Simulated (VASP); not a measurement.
Write the native input for VASP 6.6.1 that does the following.

- Task: single point
- Functional: PBE
- Potentials or basis: VASP PAW PBE potentials, release 64 (Ba_sv, Ti_sv, O)
- Cutoff: 520 eV
- k mesh: 7 × 7 × 6
- Occupations: fermi-dirac, width 0.05 eV
- Spin: no spin polarisation
- Dipole correction: no
- Further INCAR settings: ALGO = Normal; EDIFF = 1e-06; NBANDS = 51

The structure of BaTiO3 lies in POSCAR:

```
BaTiO3
1.0
    4.5338760500     -2.9379638800     -2.8444881300
   -4.1791542400     -2.1732400700      2.5787236500
   -4.6762392700      2.6713797400     -2.7780311600
Ba Ti O
2 2 6
Direct
    0.9929438400      0.4986419800      0.4991208400
    0.9981196900      0.9966392300      0.0001370000
    0.4952686900      0.2509026300      0.7392901800
    0.4933295800      0.7515767200      0.2408135500
    0.5108239000      0.5021635500      0.0106287500
    0.5104097200      0.0023124000      0.5087025000
    0.4954844800      0.4957351500      0.4991277600
    0.4955713100      0.9926633600      0.9992015800
    0.0111918500      0.0068669100      0.5088670800
    0.0044169400      0.5024980700      0.0016707600
```

One way to write it, as run:

INCAR

```
SYSTEM = BaTiO3
ALGO     = Normal         ! electronic algorithm
EDIFF    = 1E-6           ! SCF threshold, eV
ENCUT    = 520            ! plane-wave cutoff, eV
GGA      = PE             ! functional
ISIF     = 2              ! what is computed and relaxed
ISMEAR   = -1             ! smearing method
LASPH    = .TRUE.         ! aspherical terms in the spheres
LCHARG   = .FALSE.        ! write CHGCAR
LREAL    = .FALSE.        ! projectors in reciprocal space
LWAVE    = .FALSE.        ! write WAVECAR
NBANDS   = 51             ! bands
NELM     = 100            ! most SCF steps
PREC     = Accurate       ! precision mode
SIGMA    = 0.05           ! smearing width, eV
```

KPOINTS

```
k-points
0
G
  7 7 6
  0 0 0
```

Potentials or basis: VASP PAW PBE potentials, release 64 (Ba_sv, Ti_sv, O).

Launch:

```console
$ cat potpaw_PBE.64/Ba_sv/POTCAR potpaw_PBE.64/Ti_sv/POTCAR potpaw_PBE.64/O/POTCAR > POTCAR
$ mpirun -np 1 vasp_std > vasp.out
```

It gave:

```yaml
Pressure: 16.8 GPa
Largest_force: 1.065 eV/Å
Band_gap_on_the_k_mesh: 0.94 eV
```

Caveat: the stress differs along the axes, from -4 to 40 GPa; spin-orbit coupling is left out, which moves the levels of the heavy elements; forces of over 1 eV/Å act on the atoms, so gaps and moduli don't describe the material at rest.

Wall time 13 min on 1 thread of AMD EPYC 9R45 96-Core Processor (Zen 5), on a shared host, peak memory 0.82 GiB.
